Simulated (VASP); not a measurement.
Set up this calculation in VASP 6.6.1, as the native input.

```yaml
Task: electric field gradients
Functional: PBE
Potentials_or_basis: VASP PAW PBE potentials, release 64 (Ag)
Cutoff: 400 eV
k_mesh: 15 × 15 × 15
Occupations: fermi-dirac, width 0.05 eV
Spin: no spin polarisation
Dipole_correction: no
Further_INCAR_settings: ALGO = Normal; EDIFF = 1e-08; NBANDS = 12
```

The structure of Ag lies in POSCAR:

```
Ag
1.0
    0.0000000000      2.0635310000      2.0431000000
    2.0635310000      0.0000000000      2.0431000000
    2.0635310000      2.0635310000      0.0000000000
Ag
1
Direct
    0.0000000000      0.0000000000      0.0000000000
```

This cell differs from its parent crystal: equal xx and yy strain of +1 %.

These files were run (other wordings do the same):

INCAR

```
SYSTEM = Ag
PREC = Accurate
ENCUT = 400
EDIFF = 1E-8
ISMEAR = -1
SIGMA = 0.05
LREAL = .FALSE.
LASPH = .TRUE.
NELM = 120
ALGO = Normal
ISIF = 2
LWAVE = .FALSE.
LCHARG = .FALSE.
GGA = PE
LEFG = .TRUE.
NBANDS = 12
GGA_COMPAT = .FALSE.
```

KPOINTS

```
Automatic mesh
0
G
  15 15 15
  0 0 0
```

Potentials or basis: VASP PAW PBE potentials, release 64 (Ag).

The run is started by

```bash
$ cat potpaw_PBE.64/Ag/POTCAR > POTCAR
$ mpirun -np 1 vasp_std > vasp.out
```

It gave:

```json
{"Pressure": "1.9 GPa"}
```

Caveat: the cell differs from its parent crystal (equal xx and yy strain of +1 %); without QUAD_EFG the Cq values of the log hold for a quadrupole moment of 1 mb, not for the nuclei.

Wall time 26 s on 1 thread of Intel Xeon 6975P-C, with other jobs on the host, peak memory 0.16 GiB.
